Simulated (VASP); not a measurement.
A run of VASP 6.6.1 is set up as follows.

The input POSCAR:

```
CdSe
1.0
    4.5991526253      0.0000000000      0.0000000000
   -2.2995763126      3.9829830094      0.0000000000
    0.0000000000      0.0000000000      6.0093115778
Cd Se
2 2
Direct
    0.3333333333      0.6666666667      0.0000000000
    0.6666666667      0.3333333333      0.5000000000
    0.3333333333      0.6666666667      0.5000000000
    0.6666666667      0.3333333333      1.0000000000
```

File INCAR.step1:

```
  ALGO = Normal
  EDIFF = 1E-4
  ENCUT = 520
  GGA = PE
  ISMEAR = 0
  LASPH = True
  LCHARG = False
  LREAL = False
  LWAVE = True
  NBANDS = 26
  NELM = 100
  PREC = Accurate
  SIGMA = 0.02
```

INCAR.step2

```
  ALGO = Normal
  EDIFF = 1E-6
  ENCUT = 520
  ISIF = 2
  ISMEAR = 0
  ISTART = 1
  LASPH = True
  LCHARG = False
  LMIXTAU = True
  LREAL = False
  LWAVE = False
  METAGGA = R2SCAN
  NBANDS = 26
  NELM = 100
  PREC = Accurate
  SIGMA = 0.02
```

The input KPOINTS:

```
k-points
0
Gamma
  9 9 6
```

Potentials or basis: VASP PAW PBE potentials, release 64 (Cd, Se).

Run with:

```console
$ cat potpaw_PBE.64/Cd/POTCAR potpaw_PBE.64/Se/POTCAR > POTCAR
$ cp INCAR.step1 INCAR
$ mpirun -np 1 vasp_std > vasp.out
$ cp INCAR.step2 INCAR
$ mpirun -np 1 vasp_std > vasp.out
```

(1) Estimate the pressure.

(2) Predict the band gap on the k mesh.

Answers

(1) 0.3 GPa.

(2) 0.71 eV, indirect (least direct gap 0.90 eV).

Caveat: the PAW data sets were made with another functional, which shifts forces and pressure a little.
